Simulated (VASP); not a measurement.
A run of VASP 6.6.1:

INCAR

```
ALGO = Normal
EDIFF = 1E-6
ENCUT = 520
ISIF = 2
ISMEAR = 0
ISPIN = 2
LASPH = True
LCHARG = False
LMAXMIX = 4
LORBIT = 11
LREAL = False
LWAVE = False
MAGMOM = 0.375
NBANDS = 15
NELM = 150
NUPDOWN = 0.375
PREC = Accurate
SIGMA = 0.15
```

File KPOINTS:

```
k-points
0
Gamma
  24 24 24
```

POSCAR

```
Ni
1.0
    0.0000000000      1.7779195489      1.7779195489
    1.7779195489      0.0000000000      1.7779195489
    1.7779195489      1.7779195489      0.0000000000
Ni
1
Direct
    0.0000000000      0.0000000000      0.0000000000
```

Potentials or basis: VASP PAW LDA potentials, release 64 (Ni).

Run with:

```console
$ cat potpaw_LDA.64/Ni/POTCAR > POTCAR
$ mpirun -np 1 vasp_std > vasp.out
```

Hardware: 1 thread of Intel(R) Xeon(R) 6975P-C (Granite Rapids), on a shared host.

How long does it take, and how much memory?

Run time: 58 s on 1 thread of Intel(R) Xeon(R) 6975P-C (Granite Rapids), with other jobs on the host, peak memory 0.21 GiB. Counts: scf iterations 12, k points 413.
